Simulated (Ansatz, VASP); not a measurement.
# Ca: VASP beside Ansatz

```
CELL_PARAMETERS angstrom
-2.20520 2.20520 2.19611
2.20520 -2.20520 2.19611
2.20520 2.20520 -2.19611
ATOMIC_POSITIONS crystal
Ca 0.50000 0.50000 0.00000
```

Alike in both runs: task single point; functional r2SCAN; k mesh 16 × 16 × 16; occupations gaussian, width 0.15 eV; no spin polarisation.

|  | VASP | Ansatz |
| --- | --- | --- |
| version | VASP 6.6.1 | Ansatz 0.2.0 |
| potentials or method | VASP PAW PBE potentials, release 64 (Ca_sv), cutoff 520 eV | scalar-relativistic, plane waves, PAW |
| valence electrons in the cell | 10 | 10 |

Ansatz gave:

| Property | Result |
| --- | --- |
| gap on the k mesh at the Fermi level (eV) | none |
| pressure (GPa) | 0.2 |

Q: Estimate VASP's values.

A: gap on the k mesh at the Fermi level (eV): none; pressure (GPa): 0.3.

VASP's potentials were made for PBE, not for r2SCAN. A gap of «none» marks a metal or a gap that the smearing closes. The functional is the same, so the differences come from potentials, cutoffs and numerics.
